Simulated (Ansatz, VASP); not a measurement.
## One calculation of C, two programs

```
CELL_PARAMETERS angstrom
-2.41040 2.42848 2.42848
2.41040 -2.39232 2.39232
2.41040 2.39232 -2.39232
ATOMIC_POSITIONS crystal
C 0.32547 0.00000 0.00000
C 0.67453 0.67453 0.67453
C 0.00000 0.32547 0.00000
C 0.00000 0.00000 0.32547
C 0.00000 0.67453 0.00000
C 0.32547 0.32547 0.32547
C 0.67453 0.00000 0.00000
C 0.00000 0.00000 0.67453
```

Change from the starting cell: strain +0.0150 x Voigt [0, 0, 0, 1, 0, 0], atoms carried along.

Alike in both runs: task single point; functional LDA; k mesh 8 × 8 × 8; occupations gaussian, width 0.05 eV; no spin polarisation.

```csv
,VASP,Ansatz
version,VASP 6.6.1,Ansatz 0.2.0
potentials or method,"VASP PAW LDA potentials, release 64 (C_h), cutoff 910 eV","scalar-relativistic, plane waves, PAW"
valence electrons in the cell,32,32
```

Ansatz gave:

| Item | Value |
| --- | --- |
| gap on the k mesh at the Fermi level (eV) | 2.91 |
| least direct gap on the mesh (eV) | 3.75 |
| rms of the force components (eV/Å) | 0.022 |

Question: What did VASP give for the same quantities?

Answer: gap on the k mesh at the Fermi level (eV): 2.91; least direct gap on the mesh (eV): 3.73; rms of the force components (eV/Å): 0.030.

LDA's correlation is that of Perdew and Zunger in VASP and of Perdew and Wang (1992) in Ansatz. Atom by atom the forces differ by 0.022 eV/Å (rms over components).

Noted on VASP's run: the cutoff is short for stress, so the pressure is rough.
